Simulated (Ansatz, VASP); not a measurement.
One calculation of ZrC, two programs

File POSCAR:

```
ZrC
1.0
    0.0000000000      2.4020801184      2.4020801184
    2.4020801184      0.0000000000      2.4020801184
    2.4020801184      2.4020801184      0.0000000000
Zr C
1 1
Direct
    0.5000000000      0.5000000000      0.5000000000
    0.0000000000      0.0000000000      0.0000000000
```

The input INCAR.step1:

```
SYSTEM = ZrC
PREC     = Accurate       ! precision mode
ENCUT    = 520            ! plane-wave cutoff, eV
ISMEAR   = 0              ! smearing method
SIGMA    = 0.1            ! smearing width, eV
LREAL    = .False.        ! projectors in reciprocal space
LASPH    = .True.         ! aspherical terms in the spheres
NELM     = 60             ! most SCF steps
NBANDS   = 15             ! bands
GGA      = PE             ! functional
ALGO     = Normal         ! electronic algorithm
EDIFF    = 1E-4           ! SCF threshold, eV
LWAVE    = .True.         ! write WAVECAR
LCHARG   = .False.        ! write CHGCAR
```

The input INCAR.step2:

```
SYSTEM = ZrC
PREC     = Accurate       ! precision mode
ENCUT    = 520            ! plane-wave cutoff, eV
EDIFF    = 1E-7           ! SCF threshold, eV
ISMEAR   = 0              ! smearing method
SIGMA    = 0.1            ! smearing width, eV
LREAL    = .False.        ! projectors in reciprocal space
LASPH    = .True.         ! aspherical terms in the spheres
NELM     = 60             ! most SCF steps
ALGO     = Normal         ! electronic algorithm
ISIF     = 2              ! what is computed and relaxed
LWAVE    = .False.        ! write WAVECAR
LCHARG   = .False.        ! write CHGCAR
METAGGA  = R2SCAN         ! meta-GGA
LMIXTAU  = .True.       
NBANDS   = 15             ! bands
ISTART   = 1
```

KPOINTS

```
regular mesh
0
Gamma
  16 16 16
  0 0 0
```

Input for Ansatz:

```yaml
crystal:
  lattice:
    - [0.0, 2.4020801184, 2.4020801184]
    - [2.4020801184, 0.0, 2.4020801184]
    - [2.4020801184, 2.4020801184, 0.0]
  atoms:
    - { symbol: Zr, position: [0.5, 0.5, 0.5] }
    - { symbol: C, position: [0.0, 0.0, 0.0] }
basis:
  ecutwfc: 500
kpoints:
  mp_grid: { grid: [16, 16, 16] }
hamiltonian:
  xc: r2scan
scf:
  occupations: { method: gaussian, width: 0.1 }
output:
  forces: true
  stress: true
  eigenvalues: true
```

Alike in both runs: task single point; functional r2SCAN; k mesh 16 × 16 × 16; occupations gaussian, width 0.1 eV; no spin polarisation.

```csv
,VASP,Ansatz
version,VASP 6.6.1,Ansatz 0.2.0
potentials or method,"VASP PAW PBE potentials, release 64 (Zr_sv, C), cutoff 520 eV","scalar-relativistic, plane waves, PAW"
valence electrons in the cell,16,16
```

```tsv
	VASP	Ansatz	Ansatz less VASP
gap on the k mesh at the Fermi level (eV)	none	none	-
pressure (GPa)	-11.8	-12.0	-0.18
```

VASP's potentials were made for PBE, not for r2SCAN. A gap of «none» marks a metal or a gap that the smearing closes.
